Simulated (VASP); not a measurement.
Write the native input for VASP 6.6.1 that does the following.

| Quantity | Value |
| --- | --- |
| Task | single point |
| Functional | PBE |
| Potentials or basis | VASP PAW PBE potentials, release 64 (Fe, Si) |
| Cutoff | 520 eV |
| k mesh | 8 × 8 × 8 |
| Occupations | gaussian, width 0.05 eV |
| Spin | no spin polarisation |
| Dipole correction | no |
| Further INCAR settings | ALGO = Normal; EDIFF = 1e-06; NBANDS = 34 |

The structure of FeSi lies in POSCAR:

```
FeSi
1.0
    4.1969079469      0.0000000000      0.0000000000
    0.0000000000      4.1969079469      0.0000000000
    0.0000000000      0.0000000000      4.1969079469
Fe Si
4 4
Direct
    0.1417286777      0.1417286777      0.1417286777
    0.3582713223      0.8582713223      0.6417286777
    0.6417286777      0.3582713223      0.8582713223
    0.8582713223      0.6417286777      0.3582713223
    0.8433233320      0.8433233320      0.8433233320
    0.6566766680      0.1566766680      0.3433233320
    0.3433233320      0.6566766680      0.1566766680
    0.1566766680      0.3433233320      0.6566766680
```

This cell differs from its parent crystal: volume scaled by 0.840.

One way to write it, as run:

INCAR

```
  PREC = Accurate
  ENCUT = 520
  EDIFF = 1E-6
  ISMEAR = 0
  SIGMA = 0.05
  LREAL = F
  LASPH = T
  NELM = 100
  ALGO = Normal
  ISIF = 2
  LWAVE = F
  LCHARG = F
  GGA = PE
  NBANDS = 34
```

KPOINTS

```
regular mesh
0
Gamma
  8 8 8
```

Potentials or basis: VASP PAW PBE potentials, release 64 (Fe, Si).

Run with:

```bash
$ cat potpaw_PBE.64/Fe/POTCAR potpaw_PBE.64/Si/POTCAR > POTCAR
$ mpirun -np 1 vasp_std > vasp.out
```

Results of the run:

The pressure is 57.7 GPa and the largest force is 0.045 eV/Å. The band gap on the k mesh is 0.15 eV, indirect (least direct gap 0.18 eV).

Wall time 2.3 min on 1 thread of AMD EPYC 7R43 64-Core Processor (Zen 3), with other jobs on the host, peak memory 0.19 GiB.
